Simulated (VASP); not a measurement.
# FeGe (B20) (P2_13) in VASP: notebook

Runs on FeGe (B20). Level: PBEsol. Tasks: single point.

Everything below comes from runs of VASP 6.6.1. Logs are shortened: lines on timing, memory, paths and dates and some standing lists are left out, and cuts for length are marked.

## 1. The cell of the first run

It takes space group P2_13 (No. 198, cubic). Conventional cell: a = 4.452 Å, b = 4.452 Å, c = 4.452 Å, α = 90.00°, β = 90.00°, γ = 90.00°. Fe (site symmetry 3) has 7 Ge at 2.30 to 2.49 Å and 6 Fe at 2.73 Å within 3.0 Å. Ge (site symmetry 3) has 7 Fe at 2.30 to 2.49 Å and 6 Ge at 2.76 Å within 3.0 Å.

## 2. Single point, PBEsol (volume scaled by 0.85)

File INCAR:

```
SYSTEM = FeGe
  PREC = Accurate
  ENCUT = 520
  EDIFF = 1E-7
  ISMEAR = 0
  SIGMA = 0.03
  LREAL = .False.
  LASPH = .True.
  NELM = 100
  ALGO = Normal
  ISIF = 2
  LWAVE = .False.
  LCHARG = .False.
  GGA = PS
  NBANDS = 54
```

File KPOINTS:

```
regular mesh
0
Gamma
  10 10 10
  0 0 0
```

File POSCAR:

```
FeGe
1.0
    4.4516870807      0.0000000000      0.0000000000
    0.0000000000      4.4516870807      0.0000000000
    0.0000000000      0.0000000000      4.4516870807
Fe Ge
4 4
Direct
    0.1383343289      0.1383343289      0.1383343289
    0.3616656711      0.8616656711      0.6383343289
    0.6383343289      0.3616656711      0.8616656711
    0.8616656711      0.6383343289      0.3616656711
    0.8402795004      0.8402795004      0.8402795004
    0.6597204996      0.1597204996      0.3402795004
    0.3402795004      0.6597204996      0.1597204996
    0.1597204996      0.3402795004      0.6597204996
```

Potentials or basis: VASP PAW PBE potentials, release 64 (Fe, Ge_d).

Run with:

```console
$ cat potpaw_PBE.64/Fe/POTCAR potpaw_PBE.64/Ge_d/POTCAR > POTCAR
$ mpirun -np 1 vasp_std > vasp.out
```

OUTCAR:

```text
SYSTEM = FeGe
   PREC = Accurate
   ENCUT = 520
   EDIFF = 1E-7
   ISMEAR = 0
   LREAL = .False.
   LASPH = .True.
   NELM = 100
   ISIF = 2
   GGA = PS

 ion  position               nearest neighbor table
   1  0.138  0.138  0.138-   5 2.30   6 2.31   7 2.31   8 2.31   7 2.49   8 2.49   6 2.49   3 2.73
                             4 2.73   2 2.73   2 2.73   4 2.73   3 2.73
   2  0.362  0.862  0.638-   6 2.30   5 2.31   7 2.31   8 2.31   7 2.49   8 2.49   5 2.49   1 2.73
                             1 2.73   3 2.73   3 2.73   4 2.73   4 2.73
   3  0.638  0.362  0.862-   7 2.30   6 2.31   5 2.31   8 2.31   8 2.49   6 2.49   5 2.49   1 2.73
                             4 2.73   2 2.73   2 2.73   4 2.73   1 2.73
   4  0.862  0.638  0.362-   8 2.30   6 2.31   7 2.31   5 2.31   6 2.49   5 2.49   7 2.49   1 2.73
                             3 2.73   2 2.73   1 2.73   2 2.73   3 2.73
   5  0.840  0.840  0.840-   1 2.30   2 2.31   3 2.31   4 2.31   3 2.49   4 2.49   2 2.49   6 2.76
                             7 2.76   8 2.76   6 2.76   8 2.76   7 2.76
   6  0.660  0.160  0.340-   2 2.30   1 2.31   3 2.31   4 2.31   3 2.49   4 2.49   1 2.49   8 2.76
                             5 2.76   5 2.76   7 2.76   7 2.76   8 2.76
   7  0.340  0.660  0.160-   3 2.30   2 2.31   1 2.31   4 2.31   4 2.49   2 2.49   1 2.49   8 2.76
                             5 2.76   8 2.76   6 2.76   6 2.76   5 2.76
   8  0.160  0.340  0.660-   4 2.30   2 2.31   3 2.31   1 2.31   2 2.49   1 2.49   3 2.49   7 2.76
                             5 2.76   7 2.76   5 2.76   6 2.76   6 2.76

  LATTYP: Found a simple cubic cell.
 ALAT       =     4.4516870807

  Lattice vectors:

 A1 = (   4.4516870807,   0.0000000000,   0.0000000000)
 A2 = (   0.0000000000,   4.4516870807,   0.0000000000)
 A3 = (   0.0000000000,   0.0000000000,   4.4516870807)

Analysis of symmetry for initial positions (statically):
=====================================================================
 Subroutine PRICEL returns:
 Original cell was already a primitive cell.

 Routine SETGRP: Setting up the symmetry group for a
 simple cubic supercell.

 Subroutine GETGRP returns: Found 12 space group operations
 (whereof  3 operations were pure point group operations)
 out of a pool of 48 trial point group operations.

The static configuration has the point symmetry C_3 .
 The point group associated with its full space group is T   .

Analysis of symmetry for dynamics (positions and initial velocities):
=====================================================================
 Subroutine PRICEL returns:
 Original cell was already a primitive cell.

 Routine SETGRP: Setting up the symmetry group for a
 simple cubic supercell.

 Subroutine GETGRP returns: Found 12 space group operations
 (whereof  3 operations were pure point group operations)
 out of a pool of 48 trial point group operations.

The dynamic configuration has the point symmetry C_3 .
 The point group associated with its full space group is T   .

 Subroutine INISYM returns: Found 12 space group operations
 (whereof  3 operations are pure point group operations),
 and found     1 'primitive' translations

----------------------------------------------------------------------------------------

                                     Primitive cell

  volume of cell :      88.2214

  direct lattice vectors                    reciprocal lattice vectors
     4.451687081  0.000000000  0.000000000     0.224633938  0.000000000  0.000000000
     0.000000000  4.451687081  0.000000000     0.000000000  0.224633938  0.000000000
     0.000000000  0.000000000  4.451687081     0.000000000  0.000000000  0.224633938

  length of vectors
     4.451687081  4.451687081  4.451687081     0.224633938  0.224633938  0.224633938

  position of ions in fractional coordinates (direct lattice)
     0.138334329  0.138334329  0.138334329
     0.361665671  0.861665671  0.638334329
     0.638334329  0.361665671  0.861665671
     0.861665671  0.638334329  0.361665671
     0.840279500  0.840279500  0.840279500
     0.659720500  0.159720500  0.340279500
     0.340279500  0.659720500  0.159720500
     0.159720500  0.340279500  0.659720500

  ion indices of the primitive-cell ions
   primitive index   ion index
                 1           1
                 2           2
                 3           3
                 4           4
                 5           5
                 6           6
                 7           7
                 8           8

----------------------------------------------------------------------------------------

 KPOINTS: regular mesh

Automatic generation of k-mesh.
 Grid dimensions read from file:
 generate k-points for:   10   10   10

 Generating k-lattice:

  Cartesian coordinates                     Fractional coordinates (reciprocal lattice)
     0.022463394  0.000000000  0.000000000     0.100000000  0.000000000  0.000000000
[... 59 lines left out ...]
   ISMEAR =     0;   SIGMA  =   0.03  broadening in eV -4-tet -1-fermi 0-gaus
   EFERMI_NEDOS =   21; number of points for ismear=-14 and -15
   IALGO  =     38    algorithm
   IMIX   =      4    mixing-type and parameters
     AMIX     =   0.40;   BMIX     =  1.00
     AMIX_MAG =   1.60;   BMIX_MAG =  1.00
  volume/ion in A,a.u.               =      11.03        74.42
  Fermi-wavevector in a.u.,A,eV,Ry     =   1.635728  3.091078 36.403832  2.675606
  Thomas-Fermi vector in A             =   2.727153
   LORBIT       =      0    0 simple, 1 ext, 2 COOP (PROOUT), +10 PAW based schemes
   GGA     = PS    functional components
   LHFCALC =     F    Hartree Fock is set to
   AEXX    =    0.0000 exact exchange contribution
   IVDW    =     0    specifies the selected vdW correction
   LEPSILON=     F    determine dielectric tensor
   LRPA    =     F    only Hartree local field effects (RPA)
 non-spin polarized calculation
 Gauss-broadening in eV      SIGMA  =   0.03
  energy-cutoff  :      520.00
  volume of cell :       88.22
 maximum number of plane-waves:      2408
 NGX is ok and might be reduce to    36
   NGX = 17   NGY = 17   NGZ = 17

 number of electron      88.0000017 magnetization

 Free energy of the ion-electron system (eV)
  ---------------------------------------------------
  ext. energy  EPLUGINS =         0.00000000
  ---------------------------------------------------
  free energy    TOTEN  =       -56.47763492 eV

  energy without entropy =      -56.47745974  energy(sigma->0) =      -56.47754733

 E-fermi :   9.6847     XC(G=0): -13.9319

 val. band max:        9.6327763639   @ k =   0.2000   0.1000   0.1000
 cond. band min:       9.7274445710   @ k =   0.4000   0.2000   0.0000
 fundamental gap:      0.0946682071
 Fermi energy:         9.6847177179

 k-point     1 :       0.0000    0.0000    0.0000
  band No.  band energies     occupation
      1     -14.9415      2.00000
      2     -14.9415      2.00000
      3     -14.9415      2.00000
      4     -14.8912      2.00000
      5     -14.8912      2.00000
      6     -14.8912      2.00000
[... 46 lines left out ...]
     53      14.1622      0.00000
     54      14.1622      0.00000

 k-point     2 :       0.1000    0.0000    0.0000
  band No.  band energies     occupation
      1     -14.9436      2.00000
      2     -14.9405      2.00000
      3     -14.9401      2.00000
      4     -14.8914      2.00000
      5     -14.8910      2.00000
      6     -14.8890      2.00000
[... 46 lines left out ...]
     53      14.2669      0.00000
     54      14.3019      0.00000

 k-point     3 :       0.2000    0.0000    0.0000
  band No.  band energies     occupation
      1     -14.9455      2.00000
      2     -14.9382      2.00000
      3     -14.9381      2.00000
      4     -14.8941      2.00000
      5     -14.8924      2.00000
      6     -14.8831      2.00000
[... 46 lines left out ...]
     53      14.4437      0.00000
     54      14.5119      0.00000
[... 1084 lines left out ...]
 k-point    23 :       0.3000    0.3000    0.0000
  band No.  band energies     occupation
      1     -14.9445      2.00000
      2     -14.9387      2.00000
      3     -14.9307      2.00000
      4     -14.9058      2.00000
      5     -14.8907      2.00000
      6     -14.8775      2.00000
[... 46 lines left out ...]
     53      13.9556      0.00000
     54      14.2721      0.00000

 k-point    24 :       0.4000    0.3000    0.0000
  band No.  band energies     occupation
      1     -14.9416      2.00000
      2     -14.9372      2.00000
      3     -14.9274      2.00000
      4     -14.9090      2.00000
      5     -14.8999      2.00000
      6     -14.8863      2.00000
[... 46 lines left out ...]
     53      14.0263      0.00000
     54      14.6225      0.00000

 [... further k-points ...]
[... 5 lines left out ...]
  --------------------------------------------------------------------------------------
  -------------------------------------------------------------------------------------
  Total       11.5545675     11.5545675     11.5545675     -0.0000000     -0.0000000     -0.0000000
  in kB      209.8410207    209.8410207    209.8410207     -0.0000000     -0.0000000     -0.0000000
  external PRESSURE =     209.8410207 kB  Pullay stress =       0.0000000 kB

 VOLUME and BASIS-vectors are now :
 -----------------------------------------------------------------------------
  energy-cutoff  :      520.00
  volume of cell :       88.22
      direct lattice vectors                 reciprocal lattice vectors
     4.451687081  0.000000000  0.000000000     0.224633938  0.000000000  0.000000000
     0.000000000  4.451687081  0.000000000     0.000000000  0.224633938  0.000000000
     0.000000000  0.000000000  4.451687081     0.000000000  0.000000000  0.224633938

 POSITION                                       TOTAL-FORCE (eV/Angst)
 -----------------------------------------------------------------------------------
      0.61582      0.61582      0.61582         0.019181      0.019181      0.019181
      1.61002      3.83587      2.84166        -0.019181     -0.019181      0.019181
      2.84166      1.61002      3.83587         0.019181     -0.019181     -0.019181
      3.83587      2.84166      1.61002        -0.019181      0.019181     -0.019181
      3.74066      3.74066      3.74066         0.001249      0.001249      0.001249
      2.93687      0.71103      1.51482        -0.001249     -0.001249      0.001249
      1.51482      2.93687      0.71103         0.001249     -0.001249     -0.001249
      0.71103      1.51482      2.93687        -0.001249      0.001249     -0.001249
 -----------------------------------------------------------------------------------
    total drift:                               -0.000001      0.000001      0.000000

  FREE ENERGIE OF THE ION-ELECTRON SYSTEM (eV)
  ---------------------------------------------------
  free  energy   TOTEN  =       -56.4776349245 eV

  energy  without entropy=      -56.4774597373  energy(sigma->0) =      -56.47754733
```

Run time: 10 min. Hardware: 1 thread of Intel Xeon 8259CL, shared host; peak memory 0.39 GiB.

Results:

```yaml
Free_energy: -56.4776 eV
Pressure: 21.0 GPa
Largest_force: 0.033 eV/Å
Band_gap_on_the_k_mesh: 0.09 eV, indirect (least direct gap 0.13 eV)
```

Forces on the atoms (eV/Å):
```
Fe   0.019  0.019  0.019
Fe  -0.019 -0.019  0.019
Fe   0.019 -0.019 -0.019
Fe  -0.019  0.019 -0.019
Ge   0.001  0.001  0.001
Ge  -0.001 -0.001  0.001
Ge   0.001 -0.001 -0.001
Ge  -0.001  0.001 -0.001
```

Caveat: the PAW data sets were made with another functional, which shifts forces and pressure a little. Spin polarisation is off, so any magnetic state and its effect on volume and gap are missing.

## 3. Single point, PBEsol (volume scaled by 0.88)

File INCAR:

```
SYSTEM = FeGe
ALGO = Normal
EDIFF = 1E-6
ENCUT = 520
GGA = PS
ISIF = 2
ISMEAR = 0
LASPH = .True.
LCHARG = .False.
LREAL = .False.
LWAVE = .False.
NBANDS = 54
NELM = 100
PREC = Accurate
SIGMA = 0.03
```

File KPOINTS:

```
k-points
0
Gamma
  10 10 10
  0 0 0
```

File POSCAR:

```
FeGe
1.0
    4.5034555237      0.0000000000      0.0000000000
    0.0000000000      4.5034555237      0.0000000000
    0.0000000000      0.0000000000      4.5034555237
Fe Ge
4 4
Direct
    0.1367707032      0.1367707032      0.1367707032
    0.3632292968      0.8632292968      0.6367707032
    0.6367707032      0.3632292968      0.8632292968
    0.8632292968      0.6367707032      0.3632292968
    0.8396770616      0.8396770616      0.8396770616
    0.6603229384      0.1603229384      0.3396770616
    0.3396770616      0.6603229384      0.1603229384
    0.1603229384      0.3396770616      0.6603229384
```

Potentials or basis: VASP PAW PBE potentials, release 64 (Fe, Ge_d).

Run with:

```console
$ cat potpaw_PBE.64/Fe/POTCAR potpaw_PBE.64/Ge_d/POTCAR > POTCAR
$ mpirun -np 1 vasp_std > vasp.out
```

Run time: 9.2 min. Hardware: 1 thread of Intel Xeon 8259CL, shared host; peak memory 0.4 GiB.

The run converged. Its results:

```
Free energy            : -56.7897 eV
Pressure               : 11.6 GPa
Largest force          : 0.037 eV/Å
Band gap on the k mesh : 0.10 eV, indirect (least direct gap 0.13 eV)
```

Forces in eV/Å, atoms in the order of the input:
```
Fe   0.021  0.021  0.021
Fe  -0.021 -0.021  0.021
Fe   0.021 -0.021 -0.021
Fe  -0.021  0.021 -0.021
Ge  -0.002 -0.002 -0.002
Ge   0.002  0.002 -0.002
Ge  -0.002  0.002  0.002
Ge   0.002 -0.002  0.002
```

Levels at points of the mesh, in eV from the valence-band top:
```
           k point  band 41  band 42  band 43  band 44  band 45  band 46  band 47  band 48
(0.00, 0.00, 0.00)    -0.23    -0.23    -0.06    -0.06     0.54     0.54     0.54     2.61
(0.50, 0.00, 0.00)    -0.36    -0.36    -0.01    -0.01     0.15     0.15     1.68     1.68
(0.50, 0.50, 0.00)    -0.99    -0.99    -0.32    -0.32     0.58     0.58     1.09     1.09
(0.50, 0.50, 0.50)    -0.57    -0.57    -0.57    -0.57     0.37     0.37     0.37     0.37
```

Caveat: the PAW data sets were made with another functional, which shifts forces and pressure a little.

## 4. Single point, PBEsol (volume scaled by 0.91)

File INCAR:

```
PREC = Accurate
ENCUT = 520
EDIFF = 1E-6
ISMEAR = 0
SIGMA = 0.03
LREAL = False
LASPH = True
NELM = 80
ALGO = Normal
ISIF = 2
LWAVE = False
LCHARG = False
GGA = PS
NBANDS = 54
```

File KPOINTS:

```
Automatic mesh
0
Gamma
  10 10 10
```

File POSCAR:

```
FeGe
1.0
    4.5540603832      0.0000000000      0.0000000000
    0.0000000000      4.5540603832      0.0000000000
    0.0000000000      0.0000000000      4.5540603832
Fe Ge
4 4
Direct
    0.1351524304      0.1351524304      0.1351524304
    0.3648475696      0.8648475696      0.6351524304
    0.6351524304      0.3648475696      0.8648475696
    0.8648475696      0.6351524304      0.3648475696
    0.8389460533      0.8389460533      0.8389460533
    0.6610539467      0.1610539467      0.3389460533
    0.3389460533      0.6610539467      0.1610539467
    0.1610539467      0.3389460533      0.6610539467
```

Run with:

```console
$ cat potpaw_PBE.64/Fe/POTCAR potpaw_PBE.64/Ge_d/POTCAR > POTCAR
$ mpirun -np 1 vasp_std > vasp.out
```

Wall time 4.2 min (1 thread of Intel Xeon Platinum 8488C (Sapphire Rapids), shared host); peak memory 0.39 GiB.

Results (log left out):

- Free energy: -56.9347 eV
- Pressure: 3.7 GPa
- Largest force: 0.029 eV/Å
- Band gap on the k mesh: 0.10 eV, indirect (least direct gap 0.13 eV)

Forces in eV/Å, atoms in the order of the input:
```
Fe   0.017  0.017  0.017
Fe  -0.017 -0.017  0.017
Fe   0.017 -0.017 -0.017
Fe  -0.017  0.017 -0.017
Ge   0.002  0.002  0.002
Ge  -0.002 -0.002  0.002
Ge   0.002 -0.002 -0.002
Ge  -0.002  0.002 -0.002
```

Levels at points of the mesh, in eV from the valence-band top:
```
           k point  band 42  band 43  band 44  band 45  band 46  band 47
(0.00, 0.00, 0.00)    -0.22    -0.05    -0.05     0.51     0.51     0.51
(0.50, 0.00, 0.00)    -0.34    -0.01    -0.01     0.15     0.15     1.61
(0.50, 0.50, 0.00)    -0.94    -0.31    -0.31     0.56     0.56     1.03
(0.50, 0.50, 0.50)    -0.54    -0.54    -0.54     0.37     0.37     0.37
```

Caveat: the PAW data sets were made with another functional, which shifts forces and pressure a little. Spin polarisation is off, so any magnetic state and its effect on volume and gap are missing.

## 5. Single point, PBEsol (volume scaled by 0.94)

File INCAR:

```
ALGO     = Normal         # electronic algorithm
EDIFF    = 1E-7           # SCF threshold, eV
ENCUT    = 520            # plane-wave cutoff, eV
GGA      = PS             # functional
ISIF     = 2              # what is computed and relaxed
ISMEAR   = 0              # smearing method
LASPH    = T              # aspherical terms in the spheres
LCHARG   = T              # write CHGCAR
LELF     = T              # ELF
LREAL    = F              # projectors in reciprocal space
LVHAR    = T            
LWAVE    = F              # write WAVECAR
NBANDS   = 54             # bands
NELM     = 100            # most SCF steps
PREC     = Accurate       # precision mode
SIGMA    = 0.03           # smearing width, eV
```

File KPOINTS:

```
k-points
0
Gamma
  10 10 10
```

File POSCAR:

```
FeGe
1.0
    4.6035649179      0.0000000000      0.0000000000
    0.0000000000      4.6035649179      0.0000000000
    0.0000000000      0.0000000000      4.6035649179
Fe Ge
4 4
Direct
    0.1332048933      0.1332048933      0.1332048933
    0.3667951067      0.8667951067      0.6332048933
    0.6332048933      0.3667951067      0.8667951067
    0.8667951067      0.6332048933      0.3667951067
    0.8380999982      0.8380999982      0.8380999982
    0.6619000018      0.1619000018      0.3380999982
    0.3380999982      0.6619000018      0.1619000018
    0.1619000018      0.3380999982      0.6619000018
```

Run with:

```console
$ cat potpaw_PBE.64/Fe/POTCAR potpaw_PBE.64/Ge_d/POTCAR > POTCAR
$ mpirun -np 1 vasp_std > vasp.out
```

It took 4 min on 1 thread of Intel Xeon Platinum 8488C (Sapphire Rapids), shared host; peak memory 0.41 GiB.

Results (log left out):

* Free energy: -56.9422 eV
* Pressure: -2.6 GPa
* Largest force: 0.031 eV/Å
* Band gap on the k mesh: 0.11 eV, indirect (least direct gap 0.13 eV)

Forces on the atoms (eV/Å):
```
Fe   0.018  0.018  0.018
Fe  -0.018 -0.018  0.018
Fe   0.018 -0.018 -0.018
Fe  -0.018  0.018 -0.018
Ge   0.005  0.005  0.005
Ge  -0.005 -0.005  0.005
Ge   0.005 -0.005 -0.005
Ge  -0.005  0.005 -0.005
```

Levels at points of the mesh, in eV from the valence-band top:
| k point | band 40 | band 41 | band 42 | band 43 | band 44 | band 45 | band 46 | band 47 | band 48 | band 49 |
| --- | --- | --- | --- | --- | --- | --- | --- | --- | --- | --- |
| (0.00, 0.00, 0.00) | -0.22 | -0.22 | -0.22 | -0.04 | -0.04 | 0.47 | 0.47 | 0.47 | 2.39 | 2.39 |
| (0.50, 0.00, 0.00) | -1.05 | -0.32 | -0.32 | -0.01 | -0.01 | 0.14 | 0.14 | 1.54 | 1.54 | 1.69 |
| (0.50, 0.50, 0.00) | -1.04 | -0.90 | -0.90 | -0.29 | -0.29 | 0.55 | 0.55 | 0.98 | 0.98 | 2.13 |
| (0.50, 0.50, 0.50) | -0.61 | -0.51 | -0.51 | -0.51 | -0.51 | 0.36 | 0.36 | 0.36 | 0.36 | 4.83 |

Caveat: the PAW data sets were made with another functional, which shifts forces and pressure a little.

## 6. Summary

```tsv
cell	gap on the mesh (eV)	pressure (GPa)	largest force (eV/Å)
a = 4.452 Å, 8 atoms	0.09	21.0	0.03
a = 4.503 Å, 8 atoms	0.10	11.6	0.04
a = 4.554 Å, 8 atoms	0.10	3.7	0.03
a = 4.604 Å, 8 atoms	0.11	-2.6	0.03
```

Alike in all rows: task single point; level PBEsol; potentials or basis VASP PAW PBE potentials, release 64 (Fe, Ge_d); no spin polarisation; k mesh 10 × 10 × 10; cutoff (eV) 520; smearing gaussian 0.03 eV.

Caveats: the PAW data sets were made with another functional, which shifts forces and pressure a little.

Total energies depend on the potentials used, so only differences within one code and one set of settings carry meaning.
